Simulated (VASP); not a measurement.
Write the native input for VASP 6.6.1 that does the following.

* Task: single point
* Functional: RPBE
* Dispersion: D4
* Potentials or basis: VASP PAW PBE potentials, release 64 (Pb_d, Te)
* Cutoff: 520 eV
* k mesh: 7 × 7 × 7
* Occupations: fermi-dirac, width 0.05 eV
* Spin: no spin polarisation
* Dipole correction: no
* Further INCAR settings: ALGO = Normal; EDIFF = 1e-06; NBANDS = 17

The structure of TePb lies in POSCAR:

```
TePb
1.0
    0.0000000000      3.1873324849      3.1873324849
    3.1873324849      0.0000000000      3.1873324849
    3.1873324849      3.1873324849      0.0000000000
Pb Te
1 1
Direct
    0.0000000000      0.0000000000      0.0000000000
    0.5000000000      0.5000000000      0.5000000000
```

One way to write it, as run:

INCAR

```
ALGO     = Normal         # electronic algorithm
EDIFF    = 1E-6           # SCF threshold, eV
ENCUT    = 520            # plane-wave cutoff, eV
GGA      = RP             # functional
ISIF     = 2              # what is computed and relaxed
ISMEAR   = -1             # smearing method
IVDW     = 13             # dispersion correction
LASPH    = True           # aspherical terms in the spheres
LCHARG   = True           # write CHGCAR
LELF     = True           # ELF
LREAL    = False          # projectors in reciprocal space
LVHAR    = True         
LWAVE    = False          # write WAVECAR
NBANDS   = 17             # bands
NELM     = 80             # most SCF steps
PREC     = Accurate       # precision mode
SIGMA    = 0.05           # smearing width, eV
```

KPOINTS

```
k-points
0
Gamma
  7 7 7
```

Potentials or basis: VASP PAW PBE potentials, release 64 (Pb_d, Te).

The run is started by

```sh
$ cat potpaw_PBE.64/Pb_d/POTCAR potpaw_PBE.64/Te/POTCAR > POTCAR
$ mpirun -np 1 vasp_std > vasp.out
```

Results of the run:

```yaml
Pressure: 1.8 GPa
Dispersion_energy_per_atom: -0.800 eV
```

Caveat: the PAW data sets were made with another functional, which shifts forces and pressure a little.

Run time: 12 s on 1 thread of Intel(R) Xeon(R) 6975P-C (Granite Rapids), with other jobs on the host, peak memory 0.2 GiB.
